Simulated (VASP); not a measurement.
# CsH (I4/mmm) in VASP: notebook

Runs on CsH. Level: LDA. Tasks: single point.

Everything below comes from runs of VASP 6.6.1. Logs are shortened: lines on timing, memory, paths and dates and some standing lists are left out, and cuts for length are marked.

## 1. The cell of the first run

Symmetry: I4/mmm, No. 139, tetragonal system. Conventional cell: a = 4.401 Å, b = 4.401 Å, c = 6.029 Å, α = 90.00°, β = 90.00°, γ = 90.00°. Cs (site symmetry 4/mmm) has 6 H at 3.01 to 3.11 Å within 4.0 Å. H (site symmetry 4/mmm) has 6 Cs at 3.01 to 3.11 Å within 4.0 Å.

## 2. Single point, LDA (biaxial strain in the a-b plane: +2.0 %)

INCAR

```
ALGO = Normal ; EDIFF = 1E-6
ENCUT = 520 ; GGA = CA
ISIF = 2 ; ISMEAR = 0
LASPH = T ; LCHARG = F
LREAL = F ; LWAVE = F
NBANDS = 18 ; NELM = 100
PREC = Accurate ; SIGMA = 0.02
```

KPOINTS

```
k-points
0
Gamma
  6 6 6
```

POSCAR

```
CsH
1.0
    3.1121405845      3.1121405845      0.0000000000
   -3.1121405845      3.1121405845      0.0000000000
    0.0000000000      0.0000000000      6.0290096029
Cs H
2 2
Direct
    0.0000000000      0.0000000000      0.0000000000
    0.5000000000      0.5000000000      0.5000000000
    0.5000000000      0.5000000000      0.0000000000
    0.0000000000      0.0000000000      0.5000000000
```

Potentials or basis: VASP PAW LDA potentials, release 64 (Cs_sv, H).

Started as:

```
cat potpaw_LDA.64/Cs_sv/POTCAR potpaw_LDA.64/H/POTCAR > POTCAR
mpirun -np 1 vasp_std > vasp.out
```

OUTCAR:

```text
EDIFF = 1E-6
   ENCUT = 520
   GGA = CA
   ISIF = 2
   ISMEAR = 0
   LASPH = T
   LREAL = F
   NELM = 100
   PREC = Accurate

 ion  position               nearest neighbor table
   1  0.000  0.000  0.000-
   2  0.500  0.500  0.500-
   3  0.500  0.500  0.000-
   4  0.000  0.000  0.500-

  LATTYP: Found a simple tetragonal cell.
 ALAT       =     4.4012314226
 C/A-ratio  =     1.3698460781

  Lattice vectors:

 A1 = (   3.1121405845,   3.1121405845,   0.0000000000)
 A2 = (  -3.1121405845,   3.1121405845,   0.0000000000)
 A3 = (   0.0000000000,   0.0000000000,   6.0290096029)

Analysis of symmetry for initial positions (statically):
=====================================================================
 Subroutine PRICEL returns following result:

  LATTYP: Found a body centered tetragonal cell.
 ALAT       =     4.4012314226
 C/A-ratio  =     1.3698460781

  Lattice vectors:

 A1 = (   0.0000000000,  -3.1121405845,  -3.0145048015)
 A2 = (   0.0000000000,   3.1121405845,  -3.0145048015)
 A3 = (   3.1121405845,   0.0000000000,   3.0145048015)

   2 primitive cells build up your supercell.

 Routine SETGRP: Setting up the symmetry group for a
 simple tetragonal supercell.

 Subroutine GETGRP returns: Found 16 space group operations
 (whereof 16 operations were pure point group operations)
 out of a pool of 16 trial point group operations.

The static configuration has the point symmetry D_4h.

Analysis of symmetry for dynamics (positions and initial velocities):
=====================================================================
 Subroutine PRICEL returns following result:

  LATTYP: Found a body centered tetragonal cell.
 ALAT       =     4.4012314226
 C/A-ratio  =     1.3698460781

  Lattice vectors:

 A1 = (   0.0000000000,  -3.1121405845,  -3.0145048015)
 A2 = (   0.0000000000,   3.1121405845,  -3.0145048015)
 A3 = (   3.1121405845,   0.0000000000,   3.0145048015)

   2 primitive cells build up your supercell.

 Routine SETGRP: Setting up the symmetry group for a
 simple tetragonal supercell.

 Subroutine GETGRP returns: Found 16 space group operations
 (whereof 16 operations were pure point group operations)
 out of a pool of 16 trial point group operations.

The dynamic configuration has the point symmetry D_4h.

 Subroutine INISYM returns: Found 16 space group operations
 (whereof 16 operations are pure point group operations),
 and found     2 'primitive' translations

----------------------------------------------------------------------------------------

                                     Primitive cell

  volume of cell :      58.3935

  direct lattice vectors                    reciprocal lattice vectors
     0.000000000 -3.112140585 -3.014504801     0.160661123 -0.160661123 -0.165864722
     0.000000000  3.112140585 -3.014504801     0.160661123  0.160661123 -0.165864722
     3.112140585  0.000000000  3.014504801     0.321322245  0.000000000  0.000000000

  length of vectors
     4.332742574  4.332742574  4.332742574     0.281309613  0.281309613  0.321322245

  position of ions in fractional coordinates (direct lattice)
     0.000000000  0.000000000  0.000000000
     0.500000000  0.500000000  0.000000000

  ion indices of the primitive-cell ions
   primitive index   ion index
                 1           1
                 2           4

----------------------------------------------------------------------------------------

 KPOINTS: k-points

Automatic generation of k-mesh.
 Grid dimensions read from file:
 generate k-points for:    6    6    6

 Generating k-lattice:

  Cartesian coordinates                     Fractional coordinates (reciprocal lattice)
     0.026776854  0.026776854  0.000000000     0.166666667  0.000000000  0.000000000
    -0.026776854  0.026776854  0.000000000     0.000000000  0.166666667  0.000000000
     0.000000000  0.000000000  0.027644120     0.000000000  0.000000000  0.166666667

  Length of vectors
     0.037868190  0.037868190  0.027644120

  Shift w.r.t. Gamma in fractional coordinates (k-lattice)
     0.000000000  0.000000000  0.000000000

 Subroutine IBZKPT returns following result:
 ===========================================

 Found     40 irreducible k-points:

 Following reciprocal coordinates:
            Coordinates               Weight
  0.000000  0.000000  0.000000      1.000000
  0.166667  0.000000  0.000000      4.000000
  0.333333  0.000000  0.000000      4.000000
  0.500000  0.000000  0.000000      2.000000
  0.166667  0.166667  0.000000      4.000000
  0.333333  0.166667  0.000000      8.000000
[... 16 lines left out ...]
  0.333333  0.000000  0.333333      8.000000
  0.500000  0.000000  0.333333      4.000000
 [... further k-points ...]
   k-points           NKPTS =     40   k-points in BZ     NKDIM =     40   number of bands    NBANDS=     18
   number of dos      NEDOS =    301   number of ions     NIONS =      4
   total plane-waves  NPLWV =  62208
   dimension x,y,z NGX =    36 NGY =   36 NGZ =   48
   dimension x,y,z NGXF=    72 NGYF=   72 NGZF=   96
   ions per type =               2   2
   NGX,Y,Z   is equivalent  to a cutoff of  13.60, 13.60, 13.24 a.u.
   NGXF,Y,Z  is equivalent  to a cutoff of  27.20, 27.20, 26.47 a.u.
 SYSTEM =  unknown system
   PREC   = accura    normal or accurate (medium, high low for compatibility)
   ISTART =      0    job   : 0-new  1-cont  2-samecut
   ICHARG =      2    charge: 1-file 2-atom 10-const
   ISPIN  =      1    spin polarized calculation?
   LNONCOLLINEAR =      F non collinear calculations
   LSORBIT =      F    spin-orbit coupling
   LASPH  =      T    aspherical Exc in radial PAW
   ENCUT  =  520.0 eV  38.22 Ry    6.18 a.u.   8.18  8.18 11.21*2*pi/ulx,y,z
   NELM   =    100;   NELMIN=  2; NELMDL= -5     # of ELM steps
   EDIFF  = 0.1E-05   stopping-criterion for ELM
   LREAL  =      F    real-space projection
   EDIFFG = 0.1E-04   stopping-criterion for IOM
   NSW    =      0    number of steps for IOM
   IBRION =     -1    ionic relax: 0-MD 1-quasi-New 2-CG
   NFREE  =      0    steps in history (QN), initial steepest desc. (CG)
   ISIF   =      2    stress and relaxation
   ISYM   =      2    0-nonsym 1-usesym 2-fastsym
   POTIM  = 0.5000    time-step for ionic-motion
   TEBEG  =    0.0;   TEEND  =   0.0 temperature during run
   PSTRESS=    0.0 pullay stress
   NELECT =      20.0000    total number of electrons
   NUPDOWN=      -1.0000    fix difference up-down
   EMIN   =  10.00;   EMAX   =-10.00  energy-range for DOS
   EFERMI =   0.00;   METHOD = LEGACY
   ISMEAR =     0;   SIGMA  =   0.02  broadening in eV -4-tet -1-fermi 0-gaus
   EFERMI_NEDOS =   21; number of points for ismear=-14 and -15
   IALGO  =     38    algorithm
   IMIX   =      4    mixing-type and parameters
     AMIX     =   0.40;   BMIX     =  1.00
     AMIX_MAG =   1.60;   BMIX_MAG =  1.00
  volume/ion in A,a.u.               =      29.20       197.03
  Fermi-wavevector in a.u.,A,eV,Ry     =   0.909118  1.717983 11.245143  0.826495
  Thomas-Fermi vector in A             =   2.033124
   LORBIT       =      0    0 simple, 1 ext, 2 COOP (PROOUT), +10 PAW based schemes
   GGA     = CA    functional components
   LHFCALC =     F    Hartree Fock is set to
   AEXX    =    0.0000 exact exchange contribution
   IVDW    =     0    specifies the selected vdW correction
   LEPSILON=     F    determine dielectric tensor
   LRPA    =     F    only Hartree local field effects (RPA)
 non-spin polarized calculation
 Gauss-broadening in eV      SIGMA  =   0.02
  energy-cutoff  :      520.00
  volume of cell :      116.79
 maximum number of plane-waves:      3172
 NGX is ok and might be reduce to    36
   NGX = 17   NGY = 17   NGZ = 23

 number of electron      20.0000000 magnetization

 Free energy of the ion-electron system (eV)
  ---------------------------------------------------
  ext. energy  EPLUGINS =         0.00000000
  ---------------------------------------------------
  free energy    TOTEN  =        -9.83739714 eV

  energy without entropy =       -9.83739714  energy(sigma->0) =       -9.83739714

 E-fermi :   0.6807     XC(G=0):  -7.9105

 val. band max:        0.5910363150   @ k =   0.5000   0.0000   0.5000
 cond. band min:       2.3608854658   @ k =   0.5000   0.0000   0.5000
 fundamental gap:      1.7698491508
 Fermi energy:         0.6806734483

 k-point     1 :       0.0000    0.0000    0.0000
  band No.  band energies     occupation
      1     -20.9475      2.00000
      2     -20.7782      2.00000
      3      -8.2349      2.00000
      4      -7.6866      2.00000
      5      -7.6866      2.00000
      6      -7.2788      2.00000
[... 10 lines left out ...]
     17       7.3487      0.00000
     18       7.8593      0.00000

 k-point     2 :       0.1667    0.0000    0.0000
  band No.  band energies     occupation
      1     -20.9275      2.00000
      2     -20.7804      2.00000
      3      -8.1631      2.00000
      4      -7.8218      2.00000
      5      -7.6474      2.00000
      6      -7.4856      2.00000
[... 10 lines left out ...]
     17       6.6824      0.00000
     18       7.4491      0.00000

 k-point     3 :       0.3333    0.0000    0.0000
  band No.  band energies     occupation
      1     -20.8788      2.00000
      2     -20.7932      2.00000
      3      -8.0520      2.00000
      4      -7.9691      2.00000
      5      -7.8724      2.00000
      6      -7.5477      2.00000
[... 10 lines left out ...]
     17       6.2597      0.00000
     18       7.6268      0.00000

 k-point     4 :       0.5000    0.0000    0.0000
  band No.  band energies     occupation
      1     -20.8270      2.00000
      2     -20.8270      2.00000
      3      -8.1032      2.00000
      4      -8.1032      2.00000
      5      -7.7119      2.00000
      6      -7.7119      2.00000
[... 375 lines left out ...]
      4      -7.8260      2.00000
      5      -7.6066      2.00000
      6      -7.5616      2.00000
[... 10 lines left out ...]
     17       6.6932      0.00000
     18       6.8283      0.00000

 k-point    23 :       0.3333    0.0000    0.3333
  band No.  band energies     occupation
      1     -20.8568      2.00000
      2     -20.8140      2.00000
      3      -8.3149      2.00000
      4      -8.1824      2.00000
      5      -7.5474      2.00000
      6      -7.4954      2.00000
[... 10 lines left out ...]
     17       6.8626      0.00000
     18       7.3765      0.00000

 k-point    24 :       0.5000    0.0000    0.3333
  band No.  band energies     occupation
      1     -20.8260      2.00000
      2     -20.8260      2.00000
      3      -8.3751      2.00000
      4      -8.3751      2.00000
      5      -7.4287      2.00000
      6      -7.4287      2.00000
[... 10 lines left out ...]
     17       7.7881      0.00000
     18       7.7881      0.00000

 [... further k-points ...]
[... 5 lines left out ...]
  --------------------------------------------------------------------------------------
  -------------------------------------------------------------------------------------
  Total       -0.4329495     -0.4329495      0.2891624      0.0000000     -0.0000000      0.0000000
  in kB       -5.9395488     -5.9395488      3.9669617      0.0000000     -0.0000000      0.0000000
  external PRESSURE =      -2.6373786 kB  Pullay stress =       0.0000000 kB

 VOLUME and BASIS-vectors are now :
 -----------------------------------------------------------------------------
  energy-cutoff  :      520.00
  volume of cell :      116.79
      direct lattice vectors                 reciprocal lattice vectors
     3.112140585  3.112140585  0.000000000     0.160661123  0.160661123  0.000000000
    -3.112140585  3.112140585  0.000000000    -0.160661123  0.160661123  0.000000000
     0.000000000  0.000000000  6.029009603     0.000000000  0.000000000  0.165864722

 POSITION                                       TOTAL-FORCE (eV/Angst)
 -----------------------------------------------------------------------------------
      0.00000      0.00000      0.00000         0.000000      0.000000      0.000000
      0.00000      3.11214      3.01450        -0.000000      0.000000     -0.000000
      0.00000      3.11214      0.00000         0.000000     -0.000000      0.000000
      0.00000      0.00000      3.01450         0.000000     -0.000000      0.000000
 -----------------------------------------------------------------------------------
    total drift:                               -0.000000      0.000000      0.000000

  FREE ENERGIE OF THE ION-ELECTRON SYSTEM (eV)
  ---------------------------------------------------
  free  energy   TOTEN  =        -9.8373971405 eV

  energy  without entropy=       -9.8373971405  energy(sigma->0) =       -9.83739714
```

It took 25 s on 1 thread of Intel Xeon Platinum 8559C (Emerald Rapids), shared host; peak memory 0.23 GiB.

What came out:

```
Free energy            : -9.8374 eV
Pressure               : -0.3 GPa
Band gap on the k mesh : 1.77 eV
```

Levels at points of the mesh, in eV from the valence-band top:
```csv
k point,band 8,band 9,band 10,band 11,band 12,band 13
"(0.00, 0.00, 0.00)",-7.84,-2.12,-1.56,2.54,4.89,4.89
"(0.50, 0.00, 0.00)",-8.02,-0.63,-0.63,2.88,2.88,3.96
"(0.50, 0.50, 0.00)",-8.20,-1.56,-1.56,2.64,2.64,5.61
"(0.00, 0.00, 0.50)",-8.08,-1.15,-1.15,3.42,3.42,4.26
"(0.50, 0.00, 0.50)",-7.96,0.00,0.00,1.77,1.77,4.34
"(0.50, 0.50, 0.50)",-8.32,-0.90,-0.90,3.90,3.90,3.90
```

Caveat: the cell differs from its parent crystal (biaxial strain in the a-b plane: +2.0 %); spin-orbit coupling is left out, which moves the levels of the heavy elements.

## 3. Single point, LDA (biaxial strain in the a-b plane: +4.0 %)

INCAR

```
ALGO = Normal
EDIFF = 1E-6
ENCUT = 520
ISIF = 2
ISMEAR = 0
LASPH = T
LCHARG = F
LREAL = F
LWAVE = F
NBANDS = 18
NELM = 80
PREC = Accurate
SIGMA = 0.02
```

KPOINTS is that of step 2.

POSCAR

```
CsH
1.0
    3.1731629489      3.1731629489      0.0000000000
   -3.1731629489      3.1731629489      0.0000000000
    0.0000000000      0.0000000000      5.9557827656
Cs H
2 2
Direct
    0.0000000000      0.0000000000      0.0000000000
    0.5000000000      0.5000000000      0.5000000000
    0.5000000000      0.5000000000      0.0000000000
    0.0000000000      0.0000000000      0.5000000000
```

Potentials or basis: VASP PAW LDA potentials, release 64 (Cs_sv, H).

Started as:

```
cat potpaw_LDA.64/Cs_sv/POTCAR potpaw_LDA.64/H/POTCAR > POTCAR
mpirun -np 1 vasp_std > vasp.out
```

It took 26 s on 1 thread of Intel Xeon Platinum 8559C (Emerald Rapids), shared host; peak memory 0.23 GiB.

Results (log left out):

| Property | Result |
| --- | --- |
| Free energy | -9.8087 eV |
| Pressure | -0.5 GPa |
| Band gap on the k mesh | 1.80 eV |

Stress tensor (GPa, compression positive):
```
-1.07  0.00  0.00
 0.00 -1.07  0.00
 0.00  0.00  0.79
```

Levels at points of the mesh, in eV from the valence-band top:
```
           k point  band 8  band 9  band 10  band 11  band 12  band 13
(0.00, 0.00, 0.00)   -7.84   -2.07    -1.50     2.53     4.85     4.85
(0.50, 0.00, 0.00)   -8.06   -0.69    -0.69     2.86     2.86     4.05
(0.50, 0.50, 0.00)   -8.17   -1.49    -1.49     2.74     2.74     5.39
(0.00, 0.00, 0.50)   -8.11   -1.04    -1.04     3.45     3.45     4.35
(0.50, 0.00, 0.50)   -7.95    0.00     0.00     1.80     1.80     4.24
(0.50, 0.50, 0.50)   -8.31   -0.77    -0.77     3.87     3.87     3.87
```

Caveat: the cell differs from its parent crystal (biaxial strain in the a-b plane: +4.0 %); spin-orbit coupling is left out, which moves the levels of the heavy elements. A k mesh can miss the band edges.

## 4. Single point, LDA (biaxial strain in the a-b plane: +4.0 %, then relaxed in part)

INCAR

```
ALGO = Normal
EDIFF = 1E-7
ENCUT = 520
ISIF = 2
ISMEAR = 0
LASPH = True
LCHARG = False
LREAL = False
LWAVE = False
NBANDS = 18
NELM = 100
PREC = Accurate
SIGMA = 0.02
```

KPOINTS is that of step 3.

POSCAR: that of step 3 with these lines changed.

```diff
@@ -4,3 +4,3 @@
    -3.1731629489      3.1731629489      0.0000000000
-    0.0000000000      0.0000000000      5.9557827656
+    0.0000000000      0.0000000000      6.0733028075
 Cs H
```

Started as:

```
cat potpaw_LDA.64/Cs_sv/POTCAR potpaw_LDA.64/H/POTCAR > POTCAR
mpirun -np 1 vasp_std > vasp.out
```

It took 29 s on 1 thread of Intel Xeon Platinum 8559C (Emerald Rapids), shared host; peak memory 0.23 GiB.

It converged, with:

* Free energy: -9.8154 eV
* Pressure: -0.7 GPa
* Band gap on the k mesh: 1.84 eV

Stress tensor (GPa, compression positive):
```
-1.09  0.00  0.00
 0.00 -1.09  0.00
 0.00  0.00  0.06
```

Levels at points of the mesh, in eV from the valence-band top:
```tsv
k point	band 6	band 7	band 8	band 9	band 10	band 11	band 12	band 13	band 14	band 15
(0.00, 0.00, 0.00)	-7.89	-7.89	-7.85	-2.01	-1.41	2.63	4.89	4.89	5.11	5.70
(0.50, 0.00, 0.00)	-8.26	-8.03	-8.03	-0.61	-0.61	2.90	2.90	4.00	4.00	5.15
(0.50, 0.50, 0.00)	-8.20	-8.17	-8.17	-1.41	-1.41	2.77	2.77	5.38	5.38	7.89
(0.00, 0.00, 0.50)	-8.08	-8.08	-8.08	-1.06	-1.06	3.50	3.50	4.26	4.26	5.77
(0.50, 0.00, 0.50)	-8.03	-7.95	-7.95	0.00	0.00	1.84	1.84	4.34	4.34	4.68
(0.50, 0.50, 0.50)	-8.48	-8.28	-8.28	-0.78	-0.78	3.89	3.89	3.89	3.89	5.16
```

Caveat: the cell differs from its parent crystal (biaxial strain in the a-b plane: +4.0 %, then relaxed in part); spin-orbit coupling is left out, which moves the levels of the heavy elements. A k mesh can miss the band edges.

(Part 1 of 2 ends here.)
